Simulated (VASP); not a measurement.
# Hf4N in VASP: further runs

The runs below take Hf4N through single point, with PBE.

All numbers are computed with VASP 6.6.1; they aren't measurements. Logs are shortened: lines on timing, memory, paths and dates and some standing lists are left out, and cuts for length are marked.

## (1) The cell of the first run

The structure is monoclinic, space group P2/m (No. 10). Conventional cell: a = 5.149 Å, b = 3.221 Å, c = 5.626 Å, α = 90.00°, β = 90.20°, γ = 90.00°. Hf (site symmetry m) has 2 N at 2.23 Å and 12 Hf at 3.09 to 3.30 Å within 3.4 Å. Hf (site symmetry m) has 1 N at 2.28 Å within 3.0 Å. N (site symmetry 2/m) has 6 Hf at 2.23 to 2.28 Å within 3.0 Å.

## (2) Single point, PBE

File INCAR:

```
SYSTEM = Hf4N
  ALGO = Normal
  EDIFF = 1E-7
  ENCUT = 520
  GGA = PE
  ISIF = 2
  ISMEAR = 0
  LASPH = .TRUE.
  LCHARG = .FALSE.
  LREAL = .FALSE.
  LWAVE = .FALSE.
  NBANDS = 56
  NELM = 100
  PREC = Accurate
  SIGMA = 0.2
```

File KPOINTS:

```
k-points
0
G
  4 4 4
  0 0 0
```

File POSCAR:

```
Hf4N
1.0
   -5.1488401103      0.0000000000      0.0007792169
    0.0185442740      0.0000000000     -5.6256027006
    0.0000000000     -6.4424887706      0.0000000000
Hf N
8 2
Direct
    0.7542835558      0.8412561903      0.7500000000
    0.7542835558      0.8412561903      0.2500000000
    0.2457164442      0.1587438097      0.7500000000
    0.2457164442      0.1587438097      0.2500000000
    0.2569845538      0.6710280554      0.5000000000
    0.2569845538      0.6710280554      0.0000000000
    0.7430154462      0.3289719446      1.0000000000
    0.7430154462      0.3289719446      0.5000000000
    0.0000000000      0.0000000000      1.0000000000
    0.0000000000      0.0000000000      0.5000000000
```

Potentials or basis: VASP PAW PBE potentials, release 64 (Hf_pv, N).

Started as:

```bash
$ cat potpaw_PBE.64/Hf_pv/POTCAR potpaw_PBE.64/N/POTCAR > POTCAR
$ mpirun -np 1 vasp_std > vasp.out
```

OUTCAR:

```text
SYSTEM = Hf4N
   EDIFF = 1E-7
   ENCUT = 520
   GGA = PE
   ISIF = 2
   ISMEAR = 0
   LASPH = .TRUE.
   LREAL = .FALSE.
   NELM = 100
   PREC = Accurate

 ion  position               nearest neighbor table
   1  0.754  0.841  0.750-   9 2.23  10 2.23   3 3.09   5 3.17   6 3.17   3 3.17   8 3.18   7 3.18
                             5 3.20   6 3.20   2 3.22   2 3.22   8 3.30   7 3.30
   2  0.754  0.841  0.250-   9 2.23  10 2.23   4 3.09   5 3.17   6 3.17   4 3.17   8 3.18   7 3.18
                             5 3.20   6 3.20   1 3.22   1 3.22   8 3.30   7 3.30
   3  0.246  0.159  0.750-   9 2.23  10 2.23   1 3.09   7 3.17   8 3.17   1 3.17   5 3.18   6 3.18
                             7 3.20   8 3.20   4 3.22   4 3.22   6 3.30   5 3.30
   4  0.246  0.159  0.250-   9 2.23  10 2.23   2 3.09   7 3.17   8 3.17   2 3.17   5 3.18   6 3.18
                             7 3.20   8 3.20   3 3.22   3 3.22   6 3.30   5 3.30
   5  0.257  0.671  0.500-  10 2.28   8 3.16   1 3.17   2 3.17   3 3.18   4 3.18   1 3.20   2 3.20
                             6 3.22   6 3.22   8 3.27   4 3.30   3 3.30
   6  0.257  0.671  0.000-   9 2.28   7 3.16   1 3.17   2 3.17   3 3.18   4 3.18   1 3.20   2 3.20
                             5 3.22   5 3.22   7 3.27   4 3.30   3 3.30
   7  0.743  0.329  0.000-   9 2.28   6 3.16   3 3.17   4 3.17   1 3.18   2 3.18   3 3.20   4 3.20
                             8 3.22   8 3.22   6 3.27   1 3.30   2 3.30
   8  0.743  0.329  0.500-  10 2.28   5 3.16   3 3.17   4 3.17   1 3.18   2 3.18   3 3.20   4 3.20
                             7 3.22   7 3.22   5 3.27   1 3.30   2 3.30
   9  0.000  0.000  0.000-   1 2.23   2 2.23   3 2.23   4 2.23   6 2.28   7 2.28
  10  0.000  0.000  0.500-   1 2.23   2 2.23   3 2.23   4 2.23   5 2.28   8 2.28

  LATTYP: Found a simple monoclinic cell.
 ALAT       =     5.1488401693
 B/A-ratio  =     1.2512504873
 C/A-ratio  =     1.0926020386
 COS(beta)  =    -0.0034477262

  Lattice vectors:

 A1 = (  -5.1488401103,   0.0000000000,   0.0007792169)
 A2 = (   0.0000000000,   6.4424887706,   0.0000000000)
 A3 = (   0.0185442740,   0.0000000000,  -5.6256027006)

Analysis of symmetry for initial positions (statically):
=====================================================================
 Subroutine PRICEL returns following result:

  LATTYP: Found a simple monoclinic cell.
 ALAT       =     5.1488401693
 B/A-ratio  =     0.6256252436
 C/A-ratio  =     1.0926020386
 COS(beta)  =    -0.0034477262

  Lattice vectors:

 A1 = (  -5.1488401103,   0.0000000000,   0.0007792169)
 A2 = (   0.0000000000,   3.2212443853,   0.0000000000)
 A3 = (   0.0185442740,   0.0000000000,  -5.6256027006)

   2 primitive cells build up your supercell.

 Routine SETGRP: Setting up the symmetry group for a
 simple monoclinic supercell.

 Subroutine GETGRP returns: Found  4 space group operations
 (whereof  4 operations were pure point group operations)
 out of a pool of  4 trial point group operations.

The static configuration has the point symmetry C_2h.

Analysis of symmetry for dynamics (positions and initial velocities):
=====================================================================
 Subroutine PRICEL returns following result:

  LATTYP: Found a simple monoclinic cell.
 ALAT       =     5.1488401693
 B/A-ratio  =     0.6256252436
 C/A-ratio  =     1.0926020386
 COS(beta)  =    -0.0034477262

  Lattice vectors:

 A1 = (  -5.1488401103,   0.0000000000,   0.0007792169)
 A2 = (   0.0000000000,   3.2212443853,   0.0000000000)
 A3 = (   0.0185442740,   0.0000000000,  -5.6256027006)

   2 primitive cells build up your supercell.

 Routine SETGRP: Setting up the symmetry group for a
 simple monoclinic supercell.

 Subroutine GETGRP returns: Found  4 space group operations
 (whereof  4 operations were pure point group operations)
 out of a pool of  4 trial point group operations.

The dynamic configuration has the point symmetry C_2h.

 Subroutine INISYM returns: Found  4 space group operations
 (whereof  4 operations are pure point group operations),
 and found     2 'primitive' translations

----------------------------------------------------------------------------------------

                                     Primitive cell

  volume of cell :      93.3044
[... 25 lines left out ...]

 KPOINTS: k-points

Automatic generation of k-mesh.
 Grid dimensions read from file:
 generate k-points for:    4    4    4

 Generating k-lattice:

  Cartesian coordinates                     Fractional coordinates (reciprocal lattice)
    -0.048554649  0.000000000 -0.000160056     0.250000000  0.000000000  0.000000000
    -0.000006725  0.000000000 -0.044439705    -0.000000000  0.250000000  0.000000000
     0.000000000 -0.038804879  0.000000000     0.000000000  0.000000000  0.250000000

  Length of vectors
     0.048554913  0.044439706  0.038804879

  Shift w.r.t. Gamma in fractional coordinates (k-lattice)
     0.000000000  0.000000000  0.000000000

 Subroutine IBZKPT returns following result:
 ===========================================

 Found     30 irreducible k-points:

 Following reciprocal coordinates:
            Coordinates               Weight
  0.000000  0.000000  0.000000      1.000000
  0.250000  0.000000  0.000000      2.000000
  0.500000  0.000000  0.000000      1.000000
 -0.000000  0.250000  0.000000      2.000000
  0.250000  0.250000  0.000000      2.000000
  0.500000  0.250000  0.000000      2.000000
[... 16 lines left out ...]
  0.500000  0.000000  0.500000      1.000000
 -0.000000  0.250000  0.500000      2.000000
 [... further k-points ...]
   k-points           NKPTS =     30   k-points in BZ     NKDIM =     30   number of bands    NBANDS=     56
   number of dos      NEDOS =    301   number of ions     NIONS =     10
   total plane-waves  NPLWV =  80640
   dimension x,y,z NGX =    40 NGY =   42 NGZ =   48
   dimension x,y,z NGXF=    80 NGYF=   84 NGZF=   96
   ions per type =               8   2
   NGX,Y,Z   is equivalent  to a cutoff of  12.92, 12.41, 12.39 a.u.
   NGXF,Y,Z  is equivalent  to a cutoff of  25.83, 24.82, 24.77 a.u.
 SYSTEM =  Hf4N
   PREC   = accura    normal or accurate (medium, high low for compatibility)
   ISTART =      0    job   : 0-new  1-cont  2-samecut
   ICHARG =      2    charge: 1-file 2-atom 10-const
   ISPIN  =      1    spin polarized calculation?
   LNONCOLLINEAR =      F non collinear calculations
   LSORBIT =      F    spin-orbit coupling
   LASPH  =      T    aspherical Exc in radial PAW
   ENCUT  =  520.0 eV  38.22 Ry    6.18 a.u.   9.57 10.46 11.98*2*pi/ulx,y,z
   NELM   =    100;   NELMIN=  2; NELMDL= -5     # of ELM steps
   EDIFF  = 0.1E-06   stopping-criterion for ELM
   LREAL  =      F    real-space projection
   EDIFFG = 0.1E-05   stopping-criterion for IOM
   NSW    =      0    number of steps for IOM
   IBRION =     -1    ionic relax: 0-MD 1-quasi-New 2-CG
   NFREE  =      0    steps in history (QN), initial steepest desc. (CG)
   ISIF   =      2    stress and relaxation
   ISYM   =      2    0-nonsym 1-usesym 2-fastsym
   POTIM  = 0.5000    time-step for ionic-motion
   TEBEG  =    0.0;   TEEND  =   0.0 temperature during run
   PSTRESS=    0.0 pullay stress
   NELECT =      90.0000    total number of electrons
   NUPDOWN=      -1.0000    fix difference up-down
   EMIN   =  10.00;   EMAX   =-10.00  energy-range for DOS
   EFERMI =   0.00;   METHOD = LEGACY
   ISMEAR =     0;   SIGMA  =   0.20  broadening in eV -4-tet -1-fermi 0-gaus
   EFERMI_NEDOS =   21; number of points for ismear=-14 and -15
   IALGO  =     38    algorithm
   IMIX   =      4    mixing-type and parameters
     AMIX     =   0.40;   BMIX     =  1.00
     AMIX_MAG =   1.60;   BMIX_MAG =  1.00
  volume/ion in A,a.u.               =      18.66       125.93
  Fermi-wavevector in a.u.,A,eV,Ry     =   1.283842  2.426110 22.425818  1.648251
  Thomas-Fermi vector in A             =   2.416071
   LORBIT       =      0    0 simple, 1 ext, 2 COOP (PROOUT), +10 PAW based schemes
   GGA     = PE    functional components
   LHFCALC =     F    Hartree Fock is set to
   AEXX    =    0.0000 exact exchange contribution
   IVDW    =     0    specifies the selected vdW correction
   LEPSILON=     F    determine dielectric tensor
   LRPA    =     F    only Hartree local field effects (RPA)
 non-spin polarized calculation
 Gauss-broadening in eV      SIGMA  =   0.20
  energy-cutoff  :      520.00
  volume of cell :      186.61
 maximum number of plane-waves:      5056
 NGX is ok and might be reduce to    40
   NGX = 19   NGY = 21   NGZ = 23

 number of electron      89.9999997 magnetization

 Free energy of the ion-electron system (eV)
  ---------------------------------------------------
  ext. energy  EPLUGINS =         0.00000000
  ---------------------------------------------------
  free energy    TOTEN  =      -103.73542930 eV

  energy without entropy =     -103.62192893  energy(sigma->0) =     -103.67867912

 E-fermi :   4.9773     XC(G=0): -11.4919

 val. band max:        4.9380349893   @ k =  -0.0000   0.2500   0.5000
 cond. band min:       4.9824529335   @ k =   0.5000   0.5000   0.0000
 fundamental gap:      0.0444179442
 Fermi energy:         4.9772897354

 k-point     1 :       0.0000    0.0000    0.0000
  band No.  band energies     occupation
      1     -25.8939      2.00000
      2     -25.7067      2.00000
      3     -25.6709      2.00000
      4     -25.5570      2.00000
      5     -25.5559      2.00000
      6     -25.5348      2.00000
[... 1405 lines left out ...]
     55       8.0077      0.00000
     56       8.0090      0.00000

 [... further k-points ...]

------------------------ aborting loop because EDIFF is reached ----------------------------------------

  FORCE on cell =-STRESS in cart. coord.  units (eV):
  Direction    XX          YY          ZZ          XY          YZ          ZX
  --------------------------------------------------------------------------------------
  -------------------------------------------------------------------------------------
  Total       -0.8914289     -1.0279311     -1.2585904      0.0000000      0.0000000      0.1566278
  in kB       -7.6535932     -8.8255685    -10.8059529      0.0000000      0.0000000      1.3447689
  external PRESSURE =      -9.0950382 kB  Pullay stress =       0.0000000 kB

 VOLUME and BASIS-vectors are now :
 -----------------------------------------------------------------------------
  energy-cutoff  :      520.00
  volume of cell :      186.61
      direct lattice vectors                 reciprocal lattice vectors
    -5.148840110  0.000000000  0.000779217    -0.194218596  0.000000000 -0.000640223
     0.018544274  0.000000000 -5.625602701    -0.000026902  0.000000000 -0.177758820
     0.000000000 -6.442488771  0.000000000     0.000000000 -0.155219518  0.000000000

 POSITION                                       TOTAL-FORCE (eV/Angst)
 -----------------------------------------------------------------------------------
     -3.86808     -4.83187     -4.73199        -0.051322      0.000000     -0.032695
     -3.86808     -1.61062     -4.73199        -0.051322      0.000000     -0.032695
     -1.26221     -4.83187     -0.89284         0.051322      0.000000      0.032695
     -1.26221     -1.61062     -0.89284         0.051322     -0.000000      0.032695
     -1.31073     -3.22124     -3.77474         0.051643      0.000000     -0.020342
     -1.31073      0.00000     -3.77474         0.051643     -0.000000     -0.020342
     -3.81957      0.00000     -1.85009        -0.051643     -0.000000      0.020342
     -3.81957     -3.22124     -1.85009        -0.051643     -0.000000      0.020342
      0.00000      0.00000      0.00000         0.000000     -0.000000      0.000000
      0.00000     -3.22124      0.00000         0.000000     -0.000000      0.000000
 -----------------------------------------------------------------------------------
    total drift:                                0.000000     -0.000000      0.000000

  FREE ENERGIE OF THE ION-ELECTRON SYSTEM (eV)
  ---------------------------------------------------
  free  energy   TOTEN  =      -103.7354292997 eV

  energy  without entropy=     -103.6219289345  energy(sigma->0) =     -103.67867912
```

Run time: 11 min. Hardware: 1 thread of Intel Xeon 8259CL, shared host; peak memory 0.41 GiB.

What came out:

```yaml
Free_energy: -103.7354 eV
Pressure: -0.9 GPa
Largest_force: 0.061 eV/Å
Band_gap_on_the_k_mesh: zero (bands 45 and 46 overlap by 0.44 eV)
```

Forces on the atoms (eV/Å):
```
Hf  -0.051  0.000 -0.033
Hf  -0.051  0.000 -0.033
Hf   0.051  0.000  0.033
Hf   0.051  0.000  0.033
Hf   0.052  0.000 -0.020
Hf   0.052  0.000 -0.020
Hf  -0.052  0.000  0.020
Hf  -0.052  0.000  0.020
N    0.000  0.000  0.000
N    0.000  0.000  0.000
```

Levels at points of the mesh, in eV from the Fermi level:
```
           k point  band 43  band 44  band 45  band 46  band 47  band 48
(0.00, 0.00, 0.00)    -0.62    -0.36     0.01     0.34     1.25     1.30
(0.50, 0.00, 0.00)    -0.20    -0.10    -0.10    -0.09     0.01     0.46
(0.00, 0.50, 0.00)    -0.62    -0.60    -0.56     0.87     0.98     1.02
(0.50, 0.50, 0.00)    -0.51    -0.33    -0.27     0.01     0.31     0.33
(0.00, 0.00, 0.50)    -0.67    -0.67     0.06     0.06     0.99     0.99
(0.50, 0.00, 0.50)    -0.26    -0.26    -0.09    -0.09     0.17     0.17
(0.00, 0.50, 0.50)    -0.79    -0.79    -0.21    -0.21     1.14     1.14
(0.50, 0.50, 0.50)    -0.39    -0.39    -0.10    -0.10     0.14     0.14
```

Caveat: spin-orbit coupling is left out, which moves the levels of the heavy elements.

## (3) Single point, PBE

File INCAR:

```
PREC = Accurate
ENCUT = 520
EDIFF = 1E-6
ISMEAR = 0
SIGMA = 0.2
LREAL = False
LASPH = True
NELM = 100
ALGO = Normal
ISIF = 2
LWAVE = False
LCHARG = False
GGA = PE
NBANDS = 56
```

File KPOINTS:

```
regular mesh
0
Gamma
  4 4 4
```

File POSCAR:

```
Hf4N
1.0
   -5.1486570819      0.0000889196     -0.0006052303
    0.0170424923     -0.0006130456     -5.6206359842
    0.0000982435     -6.4393605685     -0.0006589142
Hf N
8 2
Direct
    0.7537460863      0.8413423652      0.7500159556
    0.7537471901      0.8413403805      0.2500154834
    0.2462674128      0.1586506591      0.7499853985
    0.2462667737      0.1586514048      0.2499840578
    0.2561716057      0.6701618335      0.5000335083
    0.2561725010      0.6701576038      0.0000368088
    0.7438201738      0.3298396354      0.9999658405
    0.7438166975      0.3298344336      0.4999636021
   -0.0000078379      0.0000089098      0.9999978837
   -0.0000006030      0.0000127742      0.5000014614
```

Potentials or basis: VASP PAW PBE potentials, release 64 (Hf_pv, N).

Started as:

```bash
$ cat potpaw_PBE.64/Hf_pv/POTCAR potpaw_PBE.64/N/POTCAR > POTCAR
$ mpirun -np 1 vasp_std > vasp.out
```

OUTCAR:

```text
PREC = Accurate
   ENCUT = 520
   EDIFF = 1E-6
   ISMEAR = 0
   LREAL = False
   LASPH = True
   NELM = 100
   ISIF = 2
   GGA = PE

 ion  position               nearest neighbor table
   1  0.754  0.841  0.750-  10 2.23   9 2.23   3 3.10   3 3.17   5 3.17   6 3.17   8 3.18   7 3.18
                             6 3.20   5 3.20   2 3.22   2 3.22   7 3.29   8 3.30
   2  0.754  0.841  0.250-   9 2.23  10 2.23   4 3.10   4 3.17   6 3.17   5 3.17   7 3.18   8 3.18
                             5 3.20   6 3.20   1 3.22   1 3.22   8 3.29   7 3.30
   3  0.246  0.159  0.750-   9 2.23  10 2.23   1 3.10   1 3.17   8 3.17   7 3.17   6 3.18   5 3.18
[... 1652 lines left out ...]
  external PRESSURE =      -7.8107293 kB  Pullay stress =       0.0000000 kB

 VOLUME and BASIS-vectors are now :
 -----------------------------------------------------------------------------
  energy-cutoff  :      520.00
  volume of cell :      186.35
      direct lattice vectors                 reciprocal lattice vectors
    -5.148657082  0.000088920 -0.000605230    -0.194225334 -0.000002903 -0.000588916
     0.017042492 -0.000613046 -5.620635984     0.000020915  0.000018206 -0.177915748
     0.000098243 -6.439360568 -0.000658914    -0.000002684 -0.155294924  0.000016930

 POSITION                                       TOTAL-FORCE (eV/Angst)
 -----------------------------------------------------------------------------------
     -3.86637     -4.83007     -4.72983        -0.069616      0.000506     -0.052351
     -3.86642     -1.61039     -4.72949        -0.069654      0.000234     -0.052537
     -1.26517     -4.82950     -0.89236         0.070010     -0.000236      0.052043
     -1.26521     -1.60981     -0.89204         0.070056     -0.000403      0.052172
     -1.30747     -3.22028     -3.76722         0.030588     -0.000371     -0.058808
     -1.30752     -0.00063     -3.76687         0.030578     -0.000167     -0.059031
     -3.82396     -6.43928     -1.85502        -0.030662      0.000327      0.058966
     -3.82399     -3.21958     -1.85466        -0.030854      0.000190      0.058684
     -5.14852     -6.43926     -0.00131        -0.000432     -0.000154      0.000324
     -5.14860     -3.21960     -0.00101        -0.000014      0.000075      0.000540
 -----------------------------------------------------------------------------------
    total drift:                               -0.000003     -0.000001     -0.000130

  FREE ENERGIE OF THE ION-ELECTRON SYSTEM (eV)
  ---------------------------------------------------
  free  energy   TOTEN  =      -103.7362078209 eV

  energy  without entropy=     -103.6232034555  energy(sigma->0) =     -103.67970564
```

Run time: 11 min. Hardware: 1 thread of Intel Xeon 8259CL, shared host; peak memory 0.44 GiB.

Results:

| Item | Value |
| --- | --- |
| Free energy | -103.7362 eV |
| Pressure | -0.8 GPa |
| Largest force | 0.087 eV/Å |
| Band gap on the k mesh | zero (bands 45 and 46 overlap by 0.45 eV) |

Forces in eV/Å, atoms in the order of the input:
```
Hf  -0.070  0.001 -0.052
Hf  -0.070  0.000 -0.053
Hf   0.070  0.000  0.052
Hf   0.070  0.000  0.052
Hf   0.031  0.000 -0.059
Hf   0.031  0.000 -0.059
Hf  -0.031  0.000  0.059
Hf  -0.031  0.000  0.059
N    0.000  0.000  0.000
N    0.000  0.000  0.001
```

Caveat: spin-orbit coupling is left out, which moves the levels of the heavy elements.

The gap in the log of VASP goes by the Fermi energy; the results here count the filled bands.